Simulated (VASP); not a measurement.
# CoSi2 (Fm-3m) in VASP: a series of runs

The runs below take CoSi2 through relaxation of cell and atoms, with revPBE+D3(BJ), PBE.

Program: VASP 6.6.1. These are calculated values, not measurements. Logs are shortened: lines on timing, memory, paths and dates and some standing lists are left out, and cuts for length are marked.

### 1 The cell of the first run

It takes space group Fm-3m (No. 225, cubic). Conventional cell: a = 5.356 Å, b = 5.356 Å, c = 5.356 Å, α = 90.00°, β = 90.00°, γ = 90.00°. Co (site symmetry m-3m) has 8 Si at 2.32 Å within 3.1 Å. Si (site symmetry -43m) has 4 Co at 2.32 Å and 6 Si at 2.68 Å within 3.1 Å.

### 2 Relaxation of cell and atoms, revPBE+D3(BJ), collinear spin, ferromagnetic start

Contents of INCAR:

```
ALGO = Normal
EDIFF = 1E-6
EDIFFG = -0.01
ENCUT = 600
GGA = RE
IBRION = 2
ISIF = 3
ISMEAR = -1
ISPIN = 2
IVDW = 12
LASPH = T
LCHARG = F
LMAXMIX = 4
LORBIT = 11
LREAL = F
LWAVE = F
MAGMOM = 2.5 0 0
NELM = 150
NSW = 80
PREC = Accurate
SIGMA = 0.1
```

Contents of KPOINTS:

```
k-points
0
Gamma
  11 11 11
```

Contents of POSCAR:

```
CoSi2
1.0
    0.0000000000      2.6780000000      2.6780000000
    2.6780000000      0.0000000000      2.6780000000
    2.6780000000      2.6780000000      0.0000000000
Co Si
1 2
Direct
    0.0000000000      0.0000000000      0.0000000000
    0.2500000000      0.2500000000      0.2500000000
    0.7500000000      0.7500000000      0.7500000000
```

Potentials or basis: VASP PAW PBE potentials, release 64 (Co, Si).

Started as:

```
cat potpaw_PBE.64/Co/POTCAR potpaw_PBE.64/Si/POTCAR > POTCAR
mpirun -np 1 vasp_std > vasp.out
```

OUTCAR:

```text
EDIFF = 1E-6
   EDIFFG = -0.01
   ENCUT = 600
   GGA = RE
   IBRION = 2
   ISIF = 3
   ISMEAR = -1
   ISPIN = 2
   IVDW = 12
   LASPH = T
   LORBIT = 11
   LREAL = F
   NELM = 150
   NSW = 80
   PREC = Accurate
 IVDW          = 12

 ion  position               nearest neighbor table
   1  0.000  0.000  0.000-   3 2.32   2 2.32   3 2.32   2 2.32   3 2.32   3 2.32   2 2.32   2 2.32

   2  0.250  0.250  0.250-   1 2.32   1 2.32   1 2.32   1 2.32   3 2.68   3 2.68   3 2.68   3 2.68
                             3 2.68   3 2.68
   3  0.750  0.750  0.750-   1 2.32   1 2.32   1 2.32   1 2.32   2 2.68   2 2.68   2 2.68   2 2.68
                             2 2.68   2 2.68

  LATTYP: Found a face centered cubic cell.
 ALAT       =     5.3560000000

  Lattice vectors:

 A1 = (   0.0000000000,   2.6780000000,   2.6780000000)
 A2 = (   2.6780000000,   0.0000000000,   2.6780000000)
 A3 = (   2.6780000000,   2.6780000000,   0.0000000000)

Analysis of symmetry for initial positions (statically):
=====================================================================
 Subroutine PRICEL returns:
 Original cell was already a primitive cell.

 Routine SETGRP: Setting up the symmetry group for a
 face centered cubic supercell.

 Subroutine GETGRP returns: Found 48 space group operations
 (whereof 48 operations were pure point group operations)
 out of a pool of 48 trial point group operations.

The static configuration has the point symmetry O_h .

Analysis of symmetry for dynamics (positions and initial velocities):
=====================================================================
 Subroutine PRICEL returns:
 Original cell was already a primitive cell.

 Routine SETGRP: Setting up the symmetry group for a
 face centered cubic supercell.

 Subroutine GETGRP returns: Found 48 space group operations
 (whereof 48 operations were pure point group operations)
 out of a pool of 48 trial point group operations.

The dynamic configuration has the point symmetry O_h .

Analysis of structural, dynamic, and magnetic symmetry:
=====================================================================
 Subroutine PRICEL returns:
 Original cell was already a primitive cell.

 Routine SETGRP: Setting up the symmetry group for a
 face centered cubic supercell.

 Subroutine GETGRP returns: Found 48 space group operations
 (whereof 48 operations were pure point group operations)
 out of a pool of 48 trial point group operations.

The overall configuration has the point symmetry O_h .

 Subroutine INISYM returns: Found 48 space group operations
 (whereof 48 operations are pure point group operations),
 and found     1 'primitive' translations

----------------------------------------------------------------------------------------

                                     Primitive cell

  volume of cell :      38.4115

  direct lattice vectors                    reciprocal lattice vectors
     0.000000000  2.678000000  2.678000000    -0.186706497  0.186706497  0.186706497
     2.678000000  0.000000000  2.678000000     0.186706497 -0.186706497  0.186706497
     2.678000000  2.678000000  0.000000000     0.186706497  0.186706497 -0.186706497

  length of vectors
     3.787263920  3.787263920  3.787263920     0.323385140  0.323385140  0.323385140

  position of ions in fractional coordinates (direct lattice)
     0.000000000  0.000000000  0.000000000
     0.250000000  0.250000000  0.250000000
     0.750000000  0.750000000  0.750000000

  ion indices of the primitive-cell ions
   primitive index   ion index
                 1           1
                 2           2
                 3           3

----------------------------------------------------------------------------------------

 KPOINTS: k-points

Automatic generation of k-mesh.
 Grid dimensions read from file:
 generate k-points for:   11   11   11

 Generating k-lattice:

  Cartesian coordinates                     Fractional coordinates (reciprocal lattice)
    -0.016973318  0.016973318  0.016973318     0.090909091  0.000000000  0.000000000
     0.016973318 -0.016973318  0.016973318     0.000000000  0.090909091  0.000000000
     0.016973318  0.016973318 -0.016973318     0.000000000  0.000000000  0.090909091

  Length of vectors
     0.029398649  0.029398649  0.029398649

  Shift w.r.t. Gamma in fractional coordinates (k-lattice)
     0.000000000  0.000000000  0.000000000

 Subroutine IBZKPT returns following result:
 ===========================================

 Found     56 irreducible k-points:

 Following reciprocal coordinates:
            Coordinates               Weight
  0.000000  0.000000  0.000000      1.000000
  0.090909  0.000000  0.000000      8.000000
  0.181818  0.000000  0.000000      8.000000
  0.272727  0.000000  0.000000      8.000000
  0.363636  0.000000  0.000000      8.000000
  0.454545  0.000000  0.000000      8.000000
[... 16 lines left out ...]
 -0.272727  0.181818  0.000000     24.000000
 -0.181818  0.181818  0.000000     12.000000
 [... further k-points ...]
   k-points           NKPTS =     56   k-points in BZ     NKDIM =     56   number of bands    NBANDS=     13
   number of dos      NEDOS =    301   number of ions     NIONS =      3
   total plane-waves  NPLWV =  27000
   dimension x,y,z NGX =    30 NGY =   30 NGZ =   30
   dimension x,y,z NGXF=    60 NGYF=   60 NGZF=   60
   ions per type =               1   2
   NGX,Y,Z   is equivalent  to a cutoff of  13.17, 13.17, 13.17 a.u.
   NGXF,Y,Z  is equivalent  to a cutoff of  26.34, 26.34, 26.34 a.u.
 SYSTEM =  unknown system
   PREC   = accura    normal or accurate (medium, high low for compatibility)
   ISTART =      0    job   : 0-new  1-cont  2-samecut
   ICHARG =      2    charge: 1-file 2-atom 10-const
   ISPIN  =      2    spin polarized calculation?
   LNONCOLLINEAR =      F non collinear calculations
   LSORBIT =      F    spin-orbit coupling
   LASPH  =      T    aspherical Exc in radial PAW
   ENCUT  =  600.0 eV  44.10 Ry    6.64 a.u.   7.56  7.56  7.56*2*pi/ulx,y,z
   NELM   =    150;   NELMIN=  2; NELMDL= -5     # of ELM steps
   EDIFF  = 0.1E-05   stopping-criterion for ELM
   LREAL  =      F    real-space projection
   EDIFFG = -.1E-01   stopping-criterion for IOM
   NSW    =     80    number of steps for IOM
   IBRION =      2    ionic relax: 0-MD 1-quasi-New 2-CG
   NFREE  =      1    steps in history (QN), initial steepest desc. (CG)
   ISIF   =      3    stress and relaxation
   ISYM   =      2    0-nonsym 1-usesym 2-fastsym
   POTIM  = 0.5000    time-step for ionic-motion
   TEBEG  =    0.0;   TEEND  =   0.0 temperature during run
   PSTRESS=    0.0 pullay stress
   NELECT =      17.0000    total number of electrons
   NUPDOWN=      -1.0000    fix difference up-down
   EMIN   =  10.00;   EMAX   =-10.00  energy-range for DOS
   EFERMI =   0.00;   METHOD = LEGACY
   ISMEAR =    -1;   SIGMA  =   0.10  broadening in eV -4-tet -1-fermi 0-gaus
   EFERMI_NEDOS =   21; number of points for ismear=-14 and -15
   IALGO  =     38    algorithm
   IMIX   =      4    mixing-type and parameters
     AMIX     =   0.40;   BMIX     =  1.00
     AMIX_MAG =   1.60;   BMIX_MAG =  1.00
  volume/ion in A,a.u.               =      12.80        86.40
  Fermi-wavevector in a.u.,A,eV,Ry     =   1.247586  2.357596 21.177078  1.556471
  Thomas-Fermi vector in A             =   2.381712
   LORBIT       =     11    0 simple, 1 ext, 2 COOP (PROOUT), +10 PAW based schemes
   GGA     = RE    functional components
   LHFCALC =     F    Hartree Fock is set to
   AEXX    =    0.0000 exact exchange contribution
   IVDW    =    12    specifies the selected vdW correction
   LEPSILON=     F    determine dielectric tensor
   LRPA    =     F    only Hartree local field effects (RPA)
 conjugate gradient relaxation of ions
 spin polarized calculation
  energy-cutoff  :      600.00
  volume of cell :       38.41
 maximum number of plane-waves:      1303
   NGX = 15   NGY = 15   NGZ = 15

--------------------------------------- Ionic step        1  -------------------------------------------

 number of electron      17.0000005 magnetization      -0.0002563

 number of electron      17.0000005 magnetization       0.0000694

 Free energy of the ion-electron system (eV)
  ---------------------------------------------------
  ext. energy  EPLUGINS =         0.00000000
  ---------------------------------------------------
  free energy    TOTEN  =       -18.38421227 eV

  energy without entropy =      -18.34975301  energy(sigma->0) =      -18.36698264

------------------------ aborting loop because EDIFF is reached ----------------------------------------

 Edisp (eV)   -2.58446

 E8    (eV) :    -1.7848
[... 77 lines left out ...]
 number of electron      16.9999996 magnetization       0.0000018

 number of electron      16.9999996 magnetization      -0.0000028

 Free energy of the ion-electron system (eV)
  ---------------------------------------------------
  ext. energy  EPLUGINS =         0.00000000
  ---------------------------------------------------
  free energy    TOTEN  =       -18.30440928 eV

  energy without entropy =      -18.27237673  energy(sigma->0) =      -18.28839301

 E-fermi :  10.8364     XC(G=0): -11.9411

 val. band max:       10.8100693792   @ k =   0.1818   0.0000   0.0000
 cond. band min:      10.8605810073   @ k =   0.3636   0.1818   0.0000
 fundamental gap:      0.0505116281
 Fermi energy:        10.8364444950

 spin component 1

 k-point     1 :       0.0000    0.0000    0.0000
  band No.  band energies     occupation
      1      -2.6720      1.00000
      2       6.5339      1.00000
      3       6.5339      1.00000
      4       6.5339      1.00000
      5       8.7535      1.00000
      6       8.7535      1.00000
      7      12.1673      0.00000
      8      14.2717      0.00000
      9      14.2717      0.00000
     10      14.2717      0.00000
     11      14.4436      0.00000
     12      14.4436      0.00000
     13      14.4436      0.00000
[... 356 lines left out ...]
      2       4.5218      1.00000
      3       6.1704      1.00000
      4       7.1968      1.00000
      5       8.1140      1.00000
      6       8.8988      1.00000
      7       9.4214      1.00000
      8      10.3994      0.98751
      9      12.2792      0.00000
     10      14.1341      0.00000
     11      14.6594      0.00000
     12      14.7603      0.00000
     13      16.7497      0.00000

 [... further k-points ...]

 spin component 2

 k-point     1 :       0.0000    0.0000    0.0000
  band No.  band energies     occupation
      1      -2.6720      1.00000
      2       6.5339      1.00000
      3       6.5339      1.00000
      4       6.5339      1.00000
      5       8.7535      1.00000
      6       8.7535      1.00000
      7      12.1673      0.00000
      8      14.2717      0.00000
      9      14.2717      0.00000
     10      14.2717      0.00000
     11      14.4436      0.00000
     12      14.4436      0.00000
     13      14.4436      0.00000
[... 402 lines left out ...]
  FREE ENERGIE OF THE ION-ELECTRON SYSTEM (eV)
  ---------------------------------------------------
  free  energy   TOTEN  =       -21.0238147604 eV

  energy  without entropy=      -20.9917822036  energy(sigma->0) =      -21.00779848

 reached required accuracy - stopping structural energy minimisation

 total charge

# of ion       s       p       d       tot
------------------------------------------
    1        0.569   0.783   7.643   8.995
    2        0.716   0.907   0.000   1.623
    3        0.716   0.907   0.000   1.623
--------------------------------------------------
tot          2.002   2.597   7.643  12.242

 magnetization (x)

# of ion       s       p       d       tot
------------------------------------------
    1        0.000   0.000   0.000   0.000
    2        0.000   0.000   0.000   0.000
    3        0.000   0.000   0.000   0.000
--------------------------------------------------
tot          0.000   0.000   0.000   0.000
```

Wall time 2.6 min (1 thread of AMD EPYC 7R13, shared host); peak memory 0.24 GiB.

Results:

```yaml
Free_energy: -21.0238 eV
Relaxed_volume: 12.19 Å³/atom
Relaxed_cell: a = 3.726 Å, b = 3.726 Å, c = 3.726 Å, α = 60.00°, β = 60.00°, γ = 60.00°
Space_group_after_relaxing_to_0.1_Å: Fm-3m (No. 225)
Energy_gained_by_relaxing: 18.4 meV/atom
Ionic_steps: 3
Pressure_after_relaxing: -0.1 GPa
Net_moment: 0.00 μB per cell
Valence_electrons_inside_the_program's_atomic_spheres: Co 8.99; Si 1.62
Dispersion_energy_per_atom: -0.906 eV
```

Step by step:
```
step  energy change (eV)  largest force (eV/Å)  pressure (GPa)  volume (Å³)
   1              0.0000                0.0000           -9.06        38.41
   2              0.0240                0.0000           13.11        34.53
   3             -0.0551                0.0000           -0.12        36.58
```

Final structure:
```xyz
3
Lattice="0.0000 2.6346 2.6346 2.6346 0.0000 2.6346 2.6346 2.6346 0.0000" Properties=species:S:1:pos:R:3 pbc="T T T"
Co    0.0000    0.0000    0.0000
Si    1.3173    1.3173    1.3173
Si    3.9519    3.9519    3.9519
```

Caveat: the moments typed at the start vanished in this run; the PAW data sets were made with another functional, which shifts forces and pressure a little.

### 3 Relaxation of cell and atoms, PBE, collinear spin, ferromagnetic start

Contents of INCAR:

```
  PREC = Accurate
  ENCUT = 600
  EDIFF = 1E-7
  ISMEAR = -1
  SIGMA = 0.1
  LREAL = False
  LASPH = True
  NELM = 150
  ALGO = Normal
  ISIF = 3
  LWAVE = False
  LCHARG = False
  ISPIN = 2
  MAGMOM = 2.5 0 0
  LORBIT = 11
  LMAXMIX = 4
  GGA = PE
  IBRION = 2
  NSW = 80
  EDIFFG = -0.01
```

Contents of KPOINTS:

```
Automatic mesh
0
Gamma
  11 11 11
```

POSCAR is that of step 2.

Potentials or basis: VASP PAW PBE potentials, release 64 (Co, Si).

Started as:

```
cat potpaw_PBE.64/Co/POTCAR potpaw_PBE.64/Si/POTCAR > POTCAR
mpirun -np 1 vasp_std > vasp.out
```

Run time: 2.1 min. Hardware: 1 thread of AMD EPYC 7R13, shared host; peak memory 0.23 GiB.

The run converged. Its results:

```yaml
Free_energy: -19.3128 eV
Relaxed_volume: 12.82 Å³/atom
Relaxed_cell: a = 3.789 Å, b = 3.789 Å, c = 3.789 Å, α = 60.00°, β = 60.00°, γ = 60.00°
Space_group_after_relaxing_to_0.1_Å: Fm-3m (No. 225)
Energy_gained_by_relaxing: 0.0 meV/atom
Ionic_steps: 3
Pressure_after_relaxing: 0.0 GPa
Net_moment: 0.00 μB per cell
Valence_electrons_inside_the_program's_atomic_spheres: Co 8.85; Si 1.59
```

Final structure:
```yaml
crystal:
  lattice:
    - [0.00000, 2.67932, 2.67932]
    - [2.67932, 0.00000, 2.67932]
    - [2.67932, 2.67932, 0.00000]
  atoms:
    - { symbol: Co, position: [0.00000, 0.00000, 0.00000] }
    - { symbol: Si, position: [0.25000, 0.25000, 0.25000] }
    - { symbol: Si, position: [0.75000, 0.75000, 0.75000] }
```

Levels at points of the mesh, in eV from the Fermi level:
Spin up:
```csv
k point,band 7,band 8,band 9,band 10,band 11,band 12
"(0.00, 0.00, 0.00)",0.74,3.40,3.40,3.40,3.45,3.45
```
Spin down:
```csv
k point,band 5,band 6,band 7,band 8,band 9,band 10,band 11,band 12,band 13
"(0.00, 0.00, 0.00)",-1.91,-1.91,0.74,3.40,3.40,3.40,3.45,3.45,3.45
```

Caveat: the moments typed at the start vanished in this run.
